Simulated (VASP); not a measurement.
The system is Sr.

```
Sr
1.0
     0.00000    3.04235    3.04235
     3.04235    0.00000    3.04235
     3.04235    3.04235    0.00000
Sr
1
Direct
  0.00000 0.00000 0.00000
```

- Program: VASP 6.6.1
- Task: relaxation of volume and atoms at fixed shape
- Functional: PBEsol
- Potentials or basis: VASP PAW PBE potentials, release 64 (Sr_sv)
- Cutoff: 600 eV
- k mesh: 7 × 7 × 7
- Occupations: fermi-dirac, width 0.05 eV
- Spin: no spin polarisation

At the start: pressure -0.8 GPa; volume 56.32 Å³/atom.

Problem. How do energy, volume and symmetry change on relaxing?

Solution. Over 4 steps the energy falls by 11.9 meV/atom and the volume is 51.98 Å³/atom (-7.7 %); space group Fm-3m (No. 225, to 0.05 Å).

Step by step:
| step | energy change (eV) | largest force (eV/Å) | pressure (GPa) | volume (Å³) |
| --- | --- | --- | --- | --- |
| 1 | 0.0000 | 0.0000 | -0.83 | 56.32 |
| 2 | -0.0092 | 0.0000 | -0.42 | 53.97 |
| 3 | -0.0119 | 0.0000 | -0.03 | 52.13 |
| 4 | -0.0119 | 0.0000 | 0.00 | 51.98 |

Final structure:
```yaml
crystal:
  lattice:
    - [0.00000, 2.96217, 2.96217]
    - [2.96217, 0.00000, 2.96217]
    - [2.96217, 2.96217, 0.00000]
  atoms:
    - { symbol: Sr, position: [0.00000, 0.00000, 0.00000] }
```

Caveat: the PAW data sets were made with another functional, which shifts forces and pressure a little.
